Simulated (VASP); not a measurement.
# MnF2 (P4_2/mnm) in VASP: single point with PBEsol+U

Aim: the single point of MnF2 with PBEsol+U.

All numbers are computed with VASP 6.6.1; they aren't measurements. Logs are shortened: lines on timing, memory, paths and dates and some standing lists are left out, and cuts for length are marked.

## (1) The cell of the first run

Symmetry: P4_2/mnm, No. 136, tetragonal system. The conventional cell has a = 4.873 Å, b = 4.873 Å, c = 3.310 Å, α = 90.00°, β = 90.00°, γ = 90.00°. Within 2.8 Å of Mn (site symmetry mmm) lie 6 F at 2.10 to 2.13 Å. F (site symmetry m2m) has 3 Mn at 2.10 to 2.13 Å and 1 F at 2.69 Å within 2.8 Å.

## (2) Single point, PBEsol+U, collinear spin, antiferromagnetic start

INCAR reads:

```
SYSTEM = MnF2
PREC = Accurate ; ENCUT = 520
EDIFF = 1E-6 ; ISMEAR = 0
SIGMA = 0.05 ; LREAL = .FALSE.
LASPH = .TRUE. ; NELM = 150
ALGO = Normal ; ISIF = 2
LWAVE = .FALSE. ; LCHARG = .TRUE.
ISPIN = 2 ; MAGMOM = 4.62 -4.62 -0.03 0.03 -0.03 0.03
LORBIT = 11 ; LMAXMIX = 4
LDAU = .TRUE. ; LDAUTYPE = 2
LDAUL = 2 -1 ; LDAUU = 3 0
LDAUJ = 0 0 ; LDAUPRINT = 1
GGA = PS ; LELF = .TRUE.
LVHAR = .TRUE. ; NBANDS = 40
```

KPOINTS reads:

```
Automatic mesh
0
G
  4 4 6
  0 0 0
```

POSCAR reads:

```
MnF2
1.0
    4.8733996600      0.0000000000      0.0000000000
    0.0000000000      4.8733996600      0.0000000000
    0.0000000000      0.0000000000      3.3098997700
Mn F
2 4
Direct
    0.0000000000      0.0000000000      0.0000000000
    0.5000000000      0.5000000000      0.5000000000
    0.3050000000      0.3050000000      0.0000000000
    0.1950000000      0.8050000000      0.5000000000
    0.6950000000      0.6950000000      0.0000000000
    0.8050000000      0.1950000000      0.5000000000
```

Potentials or basis: VASP PAW PBE potentials, release 64 (Mn_pv, F).

Started as:

```console
$ cat potpaw_PBE.64/Mn_pv/POTCAR potpaw_PBE.64/F/POTCAR > POTCAR
$ mpirun -np 1 vasp_std > vasp.out
```

OUTCAR:

```text
SYSTEM = MnF2
   PREC = Accurate
   ENCUT = 520
   EDIFF = 1E-6
   ISMEAR = 0
   LREAL = .FALSE.
   LASPH = .TRUE.
   NELM = 150
   ISIF = 2
   ISPIN = 2
   LORBIT = 11
   GGA = PS

 ion  position               nearest neighbor table
   1  0.000  0.000  0.000-   3 2.10   5 2.10   4 2.13   6 2.13   4 2.13   6 2.13
   2  0.500  0.500  0.500-   4 2.10   6 2.10   5 2.13   3 2.13   3 2.13   5 2.13
   3  0.305  0.305  0.000-   1 2.10   2 2.13   2 2.13
   4  0.195  0.805  0.500-   2 2.10   1 2.13   1 2.13
   5  0.695  0.695  0.000-   1 2.10   2 2.13   2 2.13
   6  0.805  0.195  0.500-   2 2.10   1 2.13   1 2.13

  LATTYP: Found a simple tetragonal cell.
 ALAT       =     4.8733996600
 C/A-ratio  =     0.6791767556

  Lattice vectors:

 A1 = (   4.8733996600,   0.0000000000,   0.0000000000)
 A2 = (   0.0000000000,   4.8733996600,   0.0000000000)
 A3 = (   0.0000000000,   0.0000000000,   3.3098997700)

Analysis of symmetry for initial positions (statically):
=====================================================================
 Subroutine PRICEL returns:
 Original cell was already a primitive cell.

 Routine SETGRP: Setting up the symmetry group for a
 simple tetragonal supercell.

 Subroutine GETGRP returns: Found 16 space group operations
 (whereof  8 operations were pure point group operations)
 out of a pool of 16 trial point group operations.

The static configuration has the point symmetry D_2h.
 The point group associated with its full space group is D_4h.

Analysis of symmetry for dynamics (positions and initial velocities):
=====================================================================
 Subroutine PRICEL returns:
 Original cell was already a primitive cell.

 Routine SETGRP: Setting up the symmetry group for a
 simple tetragonal supercell.

 Subroutine GETGRP returns: Found 16 space group operations
 (whereof  8 operations were pure point group operations)
 out of a pool of 16 trial point group operations.

The dynamic configuration has the point symmetry D_2h.
 The point group associated with its full space group is D_4h.

Analysis of structural, dynamic, and magnetic symmetry:
=====================================================================
 Subroutine PRICEL returns:
 Original cell was already a primitive cell.

 Routine SETGRP: Setting up the symmetry group for a
 simple tetragonal supercell.

 Subroutine GETGRP returns: Found 16 space group operations
 (whereof  8 operations were pure point group operations)
 out of a pool of 16 trial point group operations.

The overall configuration has the point symmetry D_2h.
 The point group associated with its full space group is D_4h.

 Subroutine INISYM returns: Found 16 space group operations
 (whereof  8 operations are pure point group operations),
 and found     1 'primitive' translations

----------------------------------------------------------------------------------------

                                     Primitive cell

  volume of cell :      78.6102

  direct lattice vectors                    reciprocal lattice vectors
     4.873399660  0.000000000  0.000000000     0.205195566  0.000000000  0.000000000
     0.000000000  4.873399660  0.000000000     0.000000000  0.205195566  0.000000000
     0.000000000  0.000000000  3.309899770     0.000000000  0.000000000  0.302123952

  length of vectors
     4.873399660  4.873399660  3.309899770     0.205195566  0.205195566  0.302123952

  position of ions in fractional coordinates (direct lattice)
     0.000000000  0.000000000  0.000000000
     0.500000000  0.500000000  0.500000000
     0.305000000  0.305000000  0.000000000
     0.195000000  0.805000000  0.500000000
     0.695000000  0.695000000  0.000000000
     0.805000000  0.195000000  0.500000000
[... 152 lines left out ...]
  o =  0.9445  v =  0.0000 -0.7071  0.0000 -0.7071  0.0000  0.0000  0.0000  0.0000  0.0000  0.0000      0.0000  0.0000  0.0000  0.0000  0.0000  0.0000  0.0000  0.0000  0.0000  0.0000
  o =  0.9449  v = -0.0000  0.0000 -0.0000  0.0000  1.0000  0.0000  0.0000  0.0000  0.0000  0.0000      0.0000  0.0000  0.0000  0.0000  0.0000  0.0000  0.0000  0.0000  0.0000  0.0000
  o =  0.9789  v =  0.0000  0.7071  0.0000 -0.7071 -0.0000  0.0000  0.0000  0.0000  0.0000  0.0000      0.0000  0.0000  0.0000  0.0000  0.0000  0.0000  0.0000  0.0000  0.0000  0.0000
  o =  0.9815  v = -0.8004 -0.0000  0.5995  0.0000 -0.0000  0.0000  0.0000  0.0000  0.0000  0.0000      0.0000  0.0000  0.0000  0.0000  0.0000  0.0000  0.0000  0.0000  0.0000  0.0000

atom =   2  type =  1  l = 2

 onsite density matrix

spin component  1

  0.0494  0.0000  0.0274  0.0000 -0.0000
  0.0000  0.0408  0.0000  0.0230  0.0000
  0.0274  0.0000  0.0350  0.0000 -0.0000
  0.0000  0.0230  0.0000  0.0408  0.0000
 -0.0000  0.0000 -0.0000  0.0000  0.0152

spin component  2

  0.9670  0.0000  0.0194  0.0000  0.0000
  0.0000  0.9617  0.0000  0.0172  0.0000
  0.0194  0.0000  0.9556  0.0000 -0.0000
  0.0000  0.0172  0.0000  0.9617  0.0000
  0.0000  0.0000 -0.0000  0.0000  0.9449

 occupancies and eigenvectors

  o =  0.0139  v = -0.6105  0.0000  0.7920  0.0000 -0.0000  0.0000  0.0000  0.0000  0.0000  0.0000      0.0000  0.0000  0.0000  0.0000  0.0000  0.0000  0.0000  0.0000  0.0000  0.0000
  o =  0.0152  v =  0.0000 -0.0000 -0.0000  0.0000 -1.0000  0.0000  0.0000  0.0000  0.0000  0.0000      0.0000  0.0000  0.0000  0.0000  0.0000  0.0000  0.0000  0.0000  0.0000  0.0000
  o =  0.0178  v =  0.0000 -0.7071  0.0000  0.7071  0.0000  0.0000  0.0000  0.0000  0.0000  0.0000      0.0000  0.0000  0.0000  0.0000  0.0000  0.0000  0.0000  0.0000  0.0000  0.0000
  o =  0.0638  v =  0.0000 -0.7071  0.0000 -0.7071  0.0000  0.0000  0.0000  0.0000  0.0000  0.0000      0.0000  0.0000  0.0000  0.0000  0.0000  0.0000  0.0000  0.0000  0.0000  0.0000
  o =  0.0705  v = -0.7920  0.0000 -0.6105  0.0000  0.0000  0.0000  0.0000  0.0000  0.0000  0.0000      0.0000  0.0000  0.0000  0.0000  0.0000  0.0000  0.0000  0.0000  0.0000  0.0000
  o =  0.9411  v =  0.0000  0.0000  0.0000  0.0000  0.0000 -0.5995  0.0000  0.8004  0.0000  0.0000      0.0000  0.0000  0.0000  0.0000  0.0000  0.0000  0.0000  0.0000  0.0000  0.0000
  o =  0.9445  v =  0.0000  0.0000  0.0000  0.0000  0.0000  0.0000  0.7071  0.0000 -0.7071  0.0000      0.0000  0.0000  0.0000  0.0000  0.0000  0.0000  0.0000  0.0000  0.0000  0.0000
  o =  0.9449  v =  0.0000  0.0000  0.0000  0.0000  0.0000  0.0000  0.0000  0.0000  0.0000 -1.0000      0.0000  0.0000  0.0000  0.0000  0.0000  0.0000  0.0000  0.0000  0.0000  0.0000
  o =  0.9789  v =  0.0000  0.0000  0.0000  0.0000  0.0000  0.0000  0.7071  0.0000  0.7071  0.0000      0.0000  0.0000  0.0000  0.0000  0.0000  0.0000  0.0000  0.0000  0.0000  0.0000
  o =  0.9815  v =  0.0000  0.0000  0.0000  0.0000  0.0000 -0.8004  0.0000 -0.5995  0.0000 -0.0000      0.0000  0.0000  0.0000  0.0000  0.0000  0.0000  0.0000  0.0000  0.0000  0.0000

 number of electron      54.0000033 magnetization       0.0000000

 Free energy of the ion-electron system (eV)
  ---------------------------------------------------
  ext. energy  EPLUGINS =         0.00000000
  ---------------------------------------------------
  free energy    TOTEN  =       -39.51015798 eV

  energy without entropy =      -39.51015798  energy(sigma->0) =      -39.51015798

 E-fermi :   2.0052     XC(G=0):  -9.9918

 val. band max:        1.6509051685   @ k =   0.5000   0.0000   0.0000
 cond. band min:       4.7390763610   @ k =   0.0000   0.0000   0.0000
 fundamental gap:      3.0881711925
 Fermi energy:         2.0051984572

 spin component 1

 k-point     1 :       0.0000    0.0000    0.0000
  band No.  band energies     occupation
      1     -46.7012      1.00000
      2     -46.6401      1.00000
      3     -46.6331      1.00000
      4     -41.7449      1.00000
      5     -41.6821      1.00000
      6     -41.6725      1.00000
[... 997 lines left out ...]
     38      12.3708      0.00000
     39      12.4597      0.00000
 Fermi energy:         2.0051984572

 spin component 2

 k-point     1 :       0.0000    0.0000    0.0000
  band No.  band energies     occupation
      1     -46.7012      1.00000
      2     -46.6401      1.00000
      3     -46.6331      1.00000
      4     -41.7449      1.00000
      5     -41.6821      1.00000
      6     -41.6725      1.00000
[... 997 lines left out ...]
     38      12.3708      0.00000
     39      12.4597      0.00000
 [bands above 39 left out]

------------------------ aborting loop because EDIFF is reached ----------------------------------------

  FORCE on cell =-STRESS in cart. coord.  units (eV):
  Direction    XX          YY          ZZ          XY          YZ          ZX
  --------------------------------------------------------------------------------------
  -------------------------------------------------------------------------------------
  Total       -0.0435553     -0.0435553     -0.2116964      0.0000000      0.0000000      0.0000000
  in kB       -0.8877126     -0.8877126     -4.3146453      0.0000000      0.0000000      0.0000000
  external PRESSURE =      -2.0300235 kB  Pullay stress =       0.0000000 kB

 VOLUME and BASIS-vectors are now :
 -----------------------------------------------------------------------------
  energy-cutoff  :      520.00
  volume of cell :       78.61
      direct lattice vectors                 reciprocal lattice vectors
     4.873399660  0.000000000  0.000000000     0.205195566  0.000000000  0.000000000
     0.000000000  4.873399660  0.000000000     0.000000000  0.205195566  0.000000000
     0.000000000  0.000000000  3.309899770     0.000000000  0.000000000  0.302123952

 POSITION                                       TOTAL-FORCE (eV/Angst)
 -----------------------------------------------------------------------------------
      0.00000      0.00000      0.00000         0.000000      0.000000      0.000000
      2.43670      2.43670      1.65495         0.000000      0.000000      0.000000
      1.48639      1.48639      0.00000        -0.011763     -0.011763      0.000000
      0.95031      3.92309      1.65495         0.011763     -0.011763      0.000000
      3.38701      3.38701      0.00000         0.011763      0.011763      0.000000
      3.92309      0.95031      1.65495        -0.011763      0.011763      0.000000
 -----------------------------------------------------------------------------------
    total drift:                                0.000000      0.000000      0.000000

  FREE ENERGIE OF THE ION-ELECTRON SYSTEM (eV)
  ---------------------------------------------------
  free  energy   TOTEN  =       -39.5101579827 eV

  energy  without entropy=      -39.5101579827  energy(sigma->0) =      -39.51015798

 total charge

# of ion       s       p       d       tot
------------------------------------------
    1        0.166   6.150   4.953  11.270
    2        0.166   6.150   4.953  11.270
    3        1.731   4.359   0.000   6.091
    4        1.731   4.359   0.000   6.091
    5        1.731   4.359   0.000   6.091
    6        1.731   4.359   0.000   6.091
--------------------------------------------------
tot          7.258  29.738   9.906  46.902

 magnetization (x)

# of ion       s       p       d       tot
------------------------------------------
    1        0.018   0.018   4.601   4.637
    2       -0.018  -0.018  -4.601  -4.637
    3       -0.002  -0.017   0.000  -0.019
    4        0.002   0.017   0.000   0.019
    5       -0.002  -0.017   0.000  -0.019
    6        0.002   0.017   0.000   0.019
--------------------------------------------------
tot          0.000   0.000   0.000   0.000
```

Wall time 2.5 min (1 thread of Intel Xeon Platinum 8259CL at 2.50GHz (Skylake/Cascade Lake), shared host); peak memory 0.27 GiB.

Results:

| Quantity | Value |
| --- | --- |
| Free energy | -39.5102 eV |
| Pressure | -0.2 GPa |
| Largest force | 0.017 eV/Å |
| Band gap on the k mesh | 3.09 eV (least direct gap 3.13 eV) |
| Net moment | 0.00 μB per cell |
| Site moments | Mn +4.64, -4.64; F -0.02, +0.02 (each value once) μB |
| Valence electrons inside the program's atomic spheres | Mn 11.27; F 6.09 |

Forces on the atoms (eV/Å):
```
Mn   0.000  0.000  0.000
Mn   0.000  0.000  0.000
F   -0.012 -0.012  0.000
F    0.012 -0.012  0.000
F    0.012  0.012  0.000
F   -0.012  0.012  0.000
```

Eigenvalues of the final occupation matrices:
```csv
site,spin,trace,eigenvalues
site 1 d,1,4.79,0.94 0.94 0.94 0.98 0.98
site 1 d,2,0.18,0.01 0.02 0.02 0.06 0.07
site 2 d,1,0.18,0.01 0.02 0.02 0.06 0.07
site 2 d,2,4.79,0.94 0.94 0.94 0.98 0.98
```

Caveat: the PAW data sets were made with another functional, which shifts forces and pressure a little.
